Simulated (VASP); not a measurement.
Write the native input for VASP 6.6.1 that does the following.

| Property | Result |
| --- | --- |
| Task | single point |
| Functional | PBE |
| Potentials or basis | VASP PAW PBE potentials, release 64 (Si, O) |
| Cutoff | 600 eV |
| k mesh | 4 × 4 × 4 |
| Occupations | gaussian, width 0.2 eV |
| Spin | no spin polarisation |
| Dipole correction | no |
| Further INCAR settings | ALGO = Normal; EDIFF = 1e-06; NBANDS = 32 |

The structure of SiO3 lies in POSCAR:

```
SiO3
1.0
    3.9104294376      0.0000000000      0.0000000000
    0.0000000000      3.9104294376      0.0000000000
    0.0000000000      0.0000000000      3.9104294376
Si O
2 6
Direct
    0.0000000000      0.0000000000      0.0000000000
    0.5000000000      0.5000000000      0.5000000000
    0.0000000000      0.7500000000      0.5000000000
    0.0000000000      0.2500000000      0.5000000000
    0.7500000000      0.5000000000      0.0000000000
    0.2500000000      0.5000000000      0.0000000000
    0.5000000000      0.0000000000      0.7500000000
    0.5000000000      0.0000000000      0.2500000000
```

One way to write it, as run:

INCAR

```
SYSTEM = SiO3
PREC = Accurate
ENCUT = 600
EDIFF = 1E-6
ISMEAR = 0
SIGMA = 0.2
LREAL = .False.
LASPH = .True.
NELM = 120
ALGO = Normal
ISIF = 2
LWAVE = .False.
LCHARG = .True.
GGA = PE
LELF = .True.
LVHAR = .True.
NBANDS = 32
GGA_COMPAT = .False.
```

KPOINTS

```
regular mesh
0
Gamma
  4 4 4
  0 0 0
```

Potentials or basis: VASP PAW PBE potentials, release 64 (Si, O).

Command:

```sh
$ cat potpaw_PBE.64/Si/POTCAR potpaw_PBE.64/O/POTCAR > POTCAR
$ mpirun -np 1 vasp_std > vasp.out
```

Results of the run:

```yaml
Pressure: 0.0 GPa
Band_gap_on_the_k_mesh: zero (band 22 reaches 9.15 eV, above the bottom of band 23 at 6.78 eV)
```

Caveat: the k points lie up to 0.40 Å⁻¹ apart.

It took 9.4 s on 1 thread of Intel(R) Xeon(R) 6975P-C (Granite Rapids), on a shared host, peak memory 0.17 GiB.
